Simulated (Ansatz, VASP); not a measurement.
**One calculation of MgO, two programs**

```
Mg O
1.0
     3.24570    0.00000    0.00000
    -1.62285    2.81086    0.00000
     0.00000    0.00000    5.01939
Mg O
2 2
Direct
  0.33333 0.66667 0.00366
  0.66667 0.33333 0.50366
  0.33333 0.66667 0.40094
  0.66667 0.33333 0.90094
```

Alike in both runs: task single point; functional PBEsol; k mesh 9 × 9 × 6; occupations gaussian, width 0.05 eV; no spin polarisation.

|  | VASP | Ansatz |
| --- | --- | --- |
| version | VASP 6.6.1 | Ansatz 0.2.0 |
| potentials or method | VASP PAW PBE potentials, release 64 (Mg, O), cutoff 520 eV | scalar-relativistic, plane waves, PAW |
| valence electrons in the cell | 16 | 32 |

|  | VASP | Ansatz | Ansatz less VASP |
| --- | --- | --- | --- |
| gap on the k mesh at the Fermi level (eV) | 3.58 | 3.58 | +0.003 |
| least direct gap on the mesh (eV) | 3.58 | 3.58 | +0.003 |
| pressure (GPa) | 4.6 | 4.8 | +0.22 |
| traceless stress, the component that is largest in VASP (GPa) | -2.99 | -2.96 | +0.032 |
| rms of the force components (eV/Å) | 0.098 | 0.095 | -0.0025 |

VASP's potentials were made for PBE, not for PBEsol, and Ansatz warns of the same on its side. Atom by atom the forces differ by 0.003 eV/Å (rms over components). VASP's potentials hold 16 valence electrons a cell and Ansatz's 32, so a difference there can come from the potentials and not from the codes.
